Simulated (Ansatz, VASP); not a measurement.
## NaF: VASP beside Ansatz

The input INCAR:

```
SYSTEM = NaF
PREC = Accurate
ENCUT = 520
EDIFF = 1E-6
ISMEAR = 0
SIGMA = 0.02
LREAL = .FALSE.
LASPH = .TRUE.
NELM = 80
ALGO = Normal
ISIF = 2
LWAVE = .FALSE.
LCHARG = .TRUE.
GGA = PE
LELF = .TRUE.
LVHAR = .TRUE.
NBANDS = 14
```

KPOINTS

```
regular mesh
0
G
  8 8 8
  0 0 0
```

File POSCAR:

```
NaF
1.0
    0.0000000000      2.4255938142      2.4255938142
    2.4255938142      0.0000000000      2.4255938142
    2.4255938142      2.4255938142      0.0000000000
Na F
1 1
Direct
    0.0000000000      0.0000000000      0.0000000000
    0.5000000000      0.5000000000      0.5000000000
```

Input for Ansatz:

```yaml
crystal:
  lattice:
    - [0.0, 2.4255938142, 2.4255938142]
    - [2.4255938142, 0.0, 2.4255938142]
    - [2.4255938142, 2.4255938142, 0.0]
  atoms:
    - { symbol: Na, position: [0.0, 0.0, 0.0] }
    - { symbol: F, position: [0.5, 0.5, 0.5] }
basis:
  ecutwfc: 420
kpoints:
  mp_grid: { grid: [8, 8, 8] }
hamiltonian:
  xc: pbe
scf:
  occupations: { method: gaussian, width: 0.02 }
output:
  forces: true
  stress: true
  eigenvalues: true
  write_density: true
  write_potential: true
  elf: true
  volumetric_format: npy
```

Alike in both runs: task single point; functional PBE; k mesh 8 × 8 × 8; occupations gaussian, width 0.02 eV; no spin polarisation.

```csv
,VASP,Ansatz
version,VASP 6.6.1,Ansatz 0.2.0
potentials or method,"VASP PAW PBE potentials, release 64 (Na_pv, F), cutoff 520 eV","scalar-relativistic, plane waves, PAW"
valence electrons in the cell,14,16
```

```tsv
	VASP	Ansatz	Ansatz less VASP
gap on the k mesh at the Fermi level (eV)	5.62	5.63	+0.013
least direct gap on the mesh (eV)	5.62	5.63	+0.013
pressure (GPa)	-3.6	-3.4	+0.16
```

The functional is the same, so the differences come from potentials, cutoffs and numerics. VASP's potentials hold 14 valence electrons a cell and Ansatz's 16, so a difference there can come from the potentials and not from the codes.
